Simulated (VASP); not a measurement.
# MgS (P6_3mc) in VASP: a series of runs

MgS is run at these levels: PBEsol; tasks: single point, relaxation of the atoms.

Program: VASP 6.6.1. These are calculated values, not measurements. Logs are shortened: lines on timing, memory, paths and dates and some standing lists are left out, and cuts for length are marked.

## (1) The cell of the first run

Symmetry: P6_3mc, No. 186, hexagonal system. Conventional cell: a = 4.196 Å, b = 4.196 Å, c = 6.432 Å, α = 90.00°, β = 90.00°, γ = 120.00°. Within 3.3 Å of S (site symmetry 3m) lie 4 Mg at 2.50 to 2.53 Å. Within 3.3 Å of Mg (site symmetry 3m) lie 4 S at 2.50 to 2.53 Å.

## (2) Single point, PBEsol

Input file INCAR:

```
  PREC = Accurate
  ENCUT = 520
  EDIFF = 1E-6
  ISMEAR = -1
  SIGMA = 0.05
  LREAL = False
  LASPH = True
  NELM = 100
  ALGO = Normal
  ISIF = 2
  LWAVE = False
  LCHARG = False
  GGA = PS
  NBANDS = 16
```

Input file KPOINTS:

```
regular mesh
0
Gamma
  6 6 4
```

Input file POSCAR:

```
MgS
1.0
    4.1960073031      0.0000000000      0.0000000000
   -2.0980036515      3.6338489190      0.0000000000
    0.0000000000      0.0000000000      6.4322941800
S Mg
2 2
Direct
    0.6666666667      0.3333333333      0.8821109818
    0.3333333333      0.6666666667      0.3821109818
    0.3333333333      0.6666666667      0.9928880182
    0.6666666667      0.3333333333      0.4928880182
```

Potentials or basis: VASP PAW PBE potentials, release 64 (S, Mg).

The run is started by

```bash
> cat potpaw_PBE.64/S/POTCAR potpaw_PBE.64/Mg/POTCAR > POTCAR
> mpirun -np 1 vasp_std > vasp.out
```

OUTCAR:

```text
PREC = Accurate
   ENCUT = 520
   EDIFF = 1E-6
   ISMEAR = -1
   LREAL = False
   LASPH = True
   NELM = 100
   ISIF = 2
   GGA = PS

 ion  position               nearest neighbor table
   1  0.667  0.333  0.882-   4 2.50   3 2.53   3 2.53   3 2.53
   2  0.333  0.667  0.382-   3 2.50   4 2.53   4 2.53   4 2.53
   3  0.333  0.667  0.993-   2 2.50   1 2.53   1 2.53   1 2.53
   4  0.667  0.333  0.493-   1 2.50   2 2.53   2 2.53   2 2.53

  LATTYP: Found a hexagonal cell.
 ALAT       =     4.1960073031
 C/A-ratio  =     1.5329559067

  Lattice vectors:

 A1 = (   4.1960073031,   0.0000000000,   0.0000000000)
 A2 = (  -2.0980036515,   3.6338489190,   0.0000000000)
 A3 = (   0.0000000000,   0.0000000000,   6.4322941800)

Analysis of symmetry for initial positions (statically):
=====================================================================
 Subroutine PRICEL returns:
 Original cell was already a primitive cell.

 Routine SETGRP: Setting up the symmetry group for a
 hexagonal supercell.

 Subroutine GETGRP returns: Found 12 space group operations
 (whereof  6 operations were pure point group operations)
 out of a pool of 24 trial point group operations.

The static configuration has the point symmetry C_3v.
 The point group associated with its full space group is C_6v.

Analysis of symmetry for dynamics (positions and initial velocities):
=====================================================================
 Subroutine PRICEL returns:
 Original cell was already a primitive cell.

 Routine SETGRP: Setting up the symmetry group for a
 hexagonal supercell.

 Subroutine GETGRP returns: Found 12 space group operations
 (whereof  6 operations were pure point group operations)
 out of a pool of 24 trial point group operations.

The dynamic configuration has the point symmetry C_3v.
 The point group associated with its full space group is C_6v.

 Subroutine INISYM returns: Found 12 space group operations
 (whereof  6 operations are pure point group operations),
 and found     1 'primitive' translations

----------------------------------------------------------------------------------------

                                     Primitive cell

  volume of cell :      98.0774

  direct lattice vectors                    reciprocal lattice vectors
     4.196007303  0.000000000  0.000000000     0.238321797  0.137595154  0.000000000
    -2.098003652  3.633848919  0.000000000     0.000000000  0.275190307  0.000000000
     0.000000000  0.000000000  6.432294180     0.000000000  0.000000000  0.155465526

  length of vectors
     4.196007303  4.196007303  6.432294180     0.275190307  0.275190307  0.155465526

  position of ions in fractional coordinates (direct lattice)
     0.666666667  0.333333333  0.882110982
     0.333333333  0.666666667  0.382110982
     0.333333333  0.666666667  0.992888018
     0.666666667  0.333333333  0.492888018

  ion indices of the primitive-cell ions
   primitive index   ion index
                 1           1
                 2           2
                 3           3
                 4           4

----------------------------------------------------------------------------------------

 KPOINTS: regular mesh

Automatic generation of k-mesh.
 Grid dimensions read from file:
 generate k-points for:    6    6    4

 Generating k-lattice:

  Cartesian coordinates                     Fractional coordinates (reciprocal lattice)
     0.039720299  0.022932526  0.000000000     0.166666667  0.000000000  0.000000000
     0.000000000  0.045865051  0.000000000     0.000000000  0.166666667  0.000000000
     0.000000000  0.000000000  0.038866382     0.000000000  0.000000000  0.250000000

  Length of vectors
     0.045865051  0.045865051  0.038866382

  Shift w.r.t. Gamma in fractional coordinates (k-lattice)
     0.000000000  0.000000000  0.000000000

 Subroutine IBZKPT returns following result:
 ===========================================

 Found     21 irreducible k-points:

 Following reciprocal coordinates:
            Coordinates               Weight
  0.000000  0.000000  0.000000      1.000000
  0.166667  0.000000  0.000000      6.000000
  0.333333  0.000000  0.000000      6.000000
  0.500000  0.000000  0.000000      3.000000
  0.166667  0.166667  0.000000      6.000000
  0.333333  0.166667  0.000000     12.000000
[... 13 lines left out ...]
  0.333333  0.166667  0.500000     12.000000
  0.333333  0.333333  0.500000      2.000000
   k-points           NKPTS =     21   k-points in BZ     NKDIM =     21   number of bands    NBANDS=     16
   number of dos      NEDOS =    301   number of ions     NIONS =      4
   total plane-waves  NPLWV =  49152
   dimension x,y,z NGX =    32 NGY =   32 NGZ =   48
   dimension x,y,z NGXF=    64 NGYF=   64 NGZF=   96
   ions per type =               2   2
   NGX,Y,Z   is equivalent  to a cutoff of  12.68, 12.68, 12.41 a.u.
   NGXF,Y,Z  is equivalent  to a cutoff of  25.36, 25.36, 24.81 a.u.
 SYSTEM =  unknown system
   PREC   = accura    normal or accurate (medium, high low for compatibility)
   ISTART =      0    job   : 0-new  1-cont  2-samecut
   ICHARG =      2    charge: 1-file 2-atom 10-const
   ISPIN  =      1    spin polarized calculation?
   LNONCOLLINEAR =      F non collinear calculations
   LSORBIT =      F    spin-orbit coupling
   LASPH  =      T    aspherical Exc in radial PAW
   ENCUT  =  520.0 eV  38.22 Ry    6.18 a.u.   7.80  7.80 11.96*2*pi/ulx,y,z
   NELM   =    100;   NELMIN=  2; NELMDL= -5     # of ELM steps
   EDIFF  = 0.1E-05   stopping-criterion for ELM
   LREAL  =      F    real-space projection
   EDIFFG = 0.1E-04   stopping-criterion for IOM
   NSW    =      0    number of steps for IOM
   IBRION =     -1    ionic relax: 0-MD 1-quasi-New 2-CG
   NFREE  =      0    steps in history (QN), initial steepest desc. (CG)
   ISIF   =      2    stress and relaxation
   ISYM   =      2    0-nonsym 1-usesym 2-fastsym
   POTIM  = 0.5000    time-step for ionic-motion
   TEBEG  =    0.0;   TEEND  =   0.0 temperature during run
   PSTRESS=    0.0 pullay stress
   NELECT =      16.0000    total number of electrons
   NUPDOWN=      -1.0000    fix difference up-down
   EMIN   =  10.00;   EMAX   =-10.00  energy-range for DOS
   EFERMI =   0.00;   METHOD = LEGACY
   ISMEAR =    -1;   SIGMA  =   0.05  broadening in eV -4-tet -1-fermi 0-gaus
   EFERMI_NEDOS =   21; number of points for ismear=-14 and -15
   IALGO  =     38    algorithm
   IMIX   =      4    mixing-type and parameters
     AMIX     =   0.40;   BMIX     =  1.00
     AMIX_MAG =   1.60;   BMIX_MAG =  1.00
  volume/ion in A,a.u.               =      24.52       165.46
  Fermi-wavevector in a.u.,A,eV,Ry     =   0.894524  1.690405 10.887009  0.800173
  Thomas-Fermi vector in A             =   2.016740
   LORBIT       =      0    0 simple, 1 ext, 2 COOP (PROOUT), +10 PAW based schemes
   GGA     = PS    functional components
   LHFCALC =     F    Hartree Fock is set to
   AEXX    =    0.0000 exact exchange contribution
   IVDW    =     0    specifies the selected vdW correction
   LEPSILON=     F    determine dielectric tensor
   LRPA    =     F    only Hartree local field effects (RPA)
 non-spin polarized calculation
  energy-cutoff  :      520.00
  volume of cell :       98.08
 maximum number of plane-waves:      2658
 NGX is ok and might be reduce to    32
   NGX = 15   NGY = 15   NGZ = 23

 number of electron      16.0000001 magnetization

 Free energy of the ion-electron system (eV)
  ---------------------------------------------------
  ext. energy  EPLUGINS =         0.00000000
  ---------------------------------------------------
  free energy    TOTEN  =       -17.74347069 eV

  energy without entropy =      -17.74347069  energy(sigma->0) =      -17.74347069

 E-fermi :   1.7527     XC(G=0):  -8.2700

 val. band max:        0.7680505163   @ k =   0.0000   0.0000   0.0000
 cond. band min:       3.5625715442   @ k =   0.0000   0.0000   0.0000
 fundamental gap:      2.7945210278
 Fermi energy:         1.7526899480

 k-point     1 :       0.0000    0.0000    0.0000
  band No.  band energies     occupation
      1     -10.4927      2.00000
      2      -9.8078      2.00000
      3      -2.2975      2.00000
      4       0.0203      2.00000
      5       0.0203      2.00000
      6       0.4777      2.00000
[... 8 lines left out ...]
     15       9.0016      0.00000
     16       9.3533      0.00000

 k-point     2 :       0.1667    0.0000    0.0000
  band No.  band energies     occupation
      1     -10.3819      2.00000
      2      -9.7651      2.00000
      3      -2.1074      2.00000
      4      -0.6488      2.00000
      5      -0.2483      2.00000
      6      -0.1643      2.00000
[... 8 lines left out ...]
     15       9.0577      0.00000
     16       9.1672      0.00000

 k-point     3 :       0.3333    0.0000    0.0000
  band No.  band energies     occupation
      1     -10.1194      2.00000
      2      -9.7027      2.00000
      3      -1.7786      2.00000
      4      -1.5027      2.00000
      5      -1.1685      2.00000
      6      -0.4592      2.00000
[... 8 lines left out ...]
     15       9.0598      0.00000
     16      10.2079      0.00000

 k-point     4 :       0.5000    0.0000    0.0000
  band No.  band energies     occupation
      1      -9.9380      2.00000
      2      -9.7114      2.00000
      3      -2.1401      2.00000
      4      -1.5736      2.00000
      5      -1.0853      2.00000
      6      -0.5851      2.00000
[... 8 lines left out ...]
     15       9.5730      0.00000
     16      11.1422      0.00000

 k-point     5 :       0.1667    0.1667    0.0000
  band No.  band energies     occupation
      1     -10.1933      2.00000
      2      -9.7128      2.00000
      3      -1.7726      2.00000
      4      -1.1716      2.00000
      5      -1.1646      2.00000
      6      -0.3951      2.00000
[... 8 lines left out ...]
     15       9.2498      0.00000
     16       9.8672      0.00000

 k-point     6 :       0.3333    0.1667    0.0000
  band No.  band energies     occupation
      1      -9.9456      2.00000
      2      -9.7050      2.00000
      3      -1.8972      2.00000
      4      -1.4974      2.00000
      5      -1.1083      2.00000
      6      -0.8866      2.00000
[... 8 lines left out ...]
     15       9.1240      0.00000
     16      10.6936      0.00000
[... 210 lines left out ...]
 k-point    18 :       0.5000    0.0000    0.5000
  band No.  band energies     occupation
      1      -9.8212      2.00000
      2      -9.8212      2.00000
      3      -2.2679      2.00000
      4      -2.2679      2.00000
      5      -0.2189      2.00000
      6      -0.2189      2.00000
[... 8 lines left out ...]
     15       9.5640      0.00000
     16       9.5640      0.00000

 k-point    19 :       0.1667    0.1667    0.5000
  band No.  band energies     occupation
      1      -9.9623      2.00000
      2      -9.9623      2.00000
      3      -1.7013      2.00000
      4      -1.7013      2.00000
      5      -0.3002      2.00000
      6      -0.3002      2.00000
[... 8 lines left out ...]
     15       9.1673      0.00000
     16       9.1673      0.00000

 k-point    20 :       0.3333    0.1667    0.5000
  band No.  band energies     occupation
      1      -9.8225      2.00000
      2      -9.8225      2.00000
      3      -2.1005      2.00000
      4      -2.1005      2.00000
      5      -0.6867      2.00000
      6      -0.6867      2.00000
[... 8 lines left out ...]
     15       9.5422      0.00000
     16       9.5422      0.00000

 k-point    21 :       0.3333    0.3333    0.5000
  band No.  band energies     occupation
      1      -9.7747      2.00000
      2      -9.7747      2.00000
      3      -2.0217      2.00000
      4      -2.0217      2.00000
      5      -1.1613      2.00000
      6      -1.1613      2.00000
[... 8 lines left out ...]
     15       9.7193      0.00000
     16       9.7193      0.00000

------------------------ aborting loop because EDIFF is reached ----------------------------------------

  FORCE on cell =-STRESS in cart. coord.  units (eV):
  Direction    XX          YY          ZZ          XY          YZ          ZX
  --------------------------------------------------------------------------------------
  -------------------------------------------------------------------------------------
  Total       -3.0105615     -3.0105615     -1.8692868     -0.0000000      0.0000000      0.0000000
  in kB      -49.1800633    -49.1800633    -30.5363782     -0.0000000      0.0000000      0.0000000
  external PRESSURE =     -42.9655016 kB  Pullay stress =       0.0000000 kB

 VOLUME and BASIS-vectors are now :
 -----------------------------------------------------------------------------
  energy-cutoff  :      520.00
  volume of cell :       98.08
      direct lattice vectors                 reciprocal lattice vectors
     4.196007303  0.000000000  0.000000000     0.238321797  0.137595154  0.000000000
    -2.098003652  3.633848919  0.000000000     0.000000000  0.275190307  0.000000000
     0.000000000  0.000000000  6.432294180     0.000000000  0.000000000  0.155465526

 POSITION                                       TOTAL-FORCE (eV/Angst)
 -----------------------------------------------------------------------------------
      2.09800      1.21128      5.67400        -0.000000      0.000000      0.005290
     -0.00000      2.42257      2.45785         0.000000      0.000000      0.005290
     -0.00000      2.42257      6.38655         0.000000     -0.000000     -0.005290
      2.09800      1.21128      3.17040        -0.000000      0.000000     -0.005290
 -----------------------------------------------------------------------------------
    total drift:                                0.000000      0.000000     -0.000306

  FREE ENERGIE OF THE ION-ELECTRON SYSTEM (eV)
  ---------------------------------------------------
  free  energy   TOTEN  =       -17.7434706879 eV

  energy  without entropy=      -17.7434706878  energy(sigma->0) =      -17.74347069
```

Run time: 17 s. Hardware: 1 thread of Intel Xeon Platinum 8488C (Sapphire Rapids), shared host; peak memory 0.21 GiB.

Results:

```yaml
Free_energy: -17.7435 eV
Pressure: -4.3 GPa
Largest_force: 0.005 eV/Å
Band_gap_on_the_k_mesh: 2.79 eV
```

Forces in eV/Å, atoms in the order of the input:
```
S    0.000  0.000  0.005
S    0.000  0.000  0.005
Mg   0.000  0.000 -0.005
Mg   0.000  0.000 -0.005
```

Caveat: the cell stands under tension; the PAW data sets were made with another functional, which shifts forces and pressure a little.

## (3) Single point, PBEsol

This run uses another cell than the first one, of 21.77 Å³/atom.

Input file INCAR:

```
ALGO = Normal ; EDIFF = 1E-7
ENCUT = 520 ; GGA = PS
ISIF = 2 ; ISMEAR = -1
LASPH = True ; LCHARG = False
LREAL = False ; LWAVE = False
NBANDS = 16 ; NELM = 80
PREC = Accurate ; SIGMA = 0.05
```

Input file KPOINTS:

```
k-points
0
Gamma
  7 7 4
```

Input file POSCAR:

```
MgS
1.0
    3.9539299587      0.0000000000      0.0000000000
   -1.9769649793      3.4242037890      0.0000000000
    0.0000000000      0.0000000000      6.4322941800
S Mg
2 2
Direct
    0.6666666667      0.3333333333      0.8763010244
    0.3333333333      0.6666666667      0.3763010244
    0.3333333333      0.6666666667      0.9986979756
    0.6666666667      0.3333333333      0.4986979756
```

Potentials or basis: VASP PAW PBE potentials, release 64 (S, Mg).

The run is started by

```bash
> cat potpaw_PBE.64/S/POTCAR potpaw_PBE.64/Mg/POTCAR > POTCAR
> mpirun -np 1 vasp_std > vasp.out
```

Run time: 21 s. Hardware: 1 thread of Intel Xeon Platinum 8488C (Sapphire Rapids), shared host; peak memory 0.2 GiB.

The run converged. Its results:

```
Free energy            : -17.8493 eV
Pressure               : 2.1 GPa
Largest force          : 0.004 eV/Å
Band gap on the k mesh : 3.56 eV
```

Forces on the atoms (eV/Å):
```
S    0.000  0.000 -0.004
S    0.000  0.000 -0.004
Mg   0.000  0.000  0.004
Mg   0.000  0.000  0.004
```

Stress tensor (GPa, compression positive):
```
2.47 0.00 0.00
0.00 2.47 0.00
0.00 0.00 1.51
```

Levels at points of the mesh, in eV from the valence-band top:
| k point | band 6 | band 7 | band 8 | band 9 | band 10 | band 11 |
| --- | --- | --- | --- | --- | --- | --- |
| (0.00, 0.00, 0.00) | -0.03 | -0.03 | 0.00 | 3.56 | 4.89 | 7.66 |
| (0.00, 0.00, 0.50) | -0.24 | -0.24 | -0.24 | 5.09 | 5.09 | 7.66 |

Caveat: the PAW data sets were made with another functional, which shifts forces and pressure a little.

## (4) Single point, PBEsol

This run uses another cell than the first one, of 22.22 Å³/atom.

Input file INCAR:

```
SYSTEM = MgS
  ALGO = Normal
  EDIFF = 1E-6
  ENCUT = 520
  GGA = PS
  ISIF = 2
  ISMEAR = -1
  LASPH = .True.
  LCHARG = .False.
  LREAL = .False.
  LWAVE = .False.
  NBANDS = 16
  NELM = 80
  PREC = Accurate
  SIGMA = 0.05
```

Input file KPOINTS:

```
k-points
0
Gamma
  7 7 4
  0 0 0
```

Input file POSCAR:

```
MgS
1.0
    3.9942761827      0.0000000000      0.0000000000
   -1.9971380914      3.4591446440      0.0000000000
    0.0000000000      0.0000000000      6.4322941800
S Mg
2 2
Direct
    0.6666666667      0.3333333333      0.8773832384
    0.3333333333      0.6666666667      0.3773832384
    0.3333333333      0.6666666667      0.9976157616
    0.6666666667      0.3333333333      0.4976157616
```

The run is started by

```bash
> cat potpaw_PBE.64/S/POTCAR potpaw_PBE.64/Mg/POTCAR > POTCAR
> mpirun -np 1 vasp_std > vasp.out
```

It took 19 s on 1 thread of Intel Xeon Platinum 8488C (Sapphire Rapids), shared host; peak memory 0.2 GiB.

The run converged. Its results:

```yaml
Free_energy: -17.8686 eV
Pressure: 0.8 GPa
Band_gap_on_the_k_mesh: 3.42 eV
```

Forces in eV/Å, atoms in the order of the input:
```
S    0.000  0.000  0.002
S    0.000  0.000  0.002
Mg   0.000  0.000 -0.002
Mg   0.000  0.000 -0.002
```

Stress tensor (GPa, compression positive):
```
0.96 0.00 0.00
0.00 0.96 0.00
0.00 0.00 0.53
```

Levels at points of the mesh, in eV from the valence-band top:
```csv
k point,band 5,band 6,band 7,band 8,band 9,band 10,band 11,band 12
"(0.00, 0.00, 0.00)",-0.50,-0.09,-0.09,0.00,3.42,4.73,7.53,7.53
"(0.00, 0.00, 0.50)",-0.30,-0.30,-0.30,-0.30,4.93,4.93,7.58,7.58
```

Caveat: the PAW data sets were made with another functional, which shifts forces and pressure a little.

(Continued in part 2 of 2.)
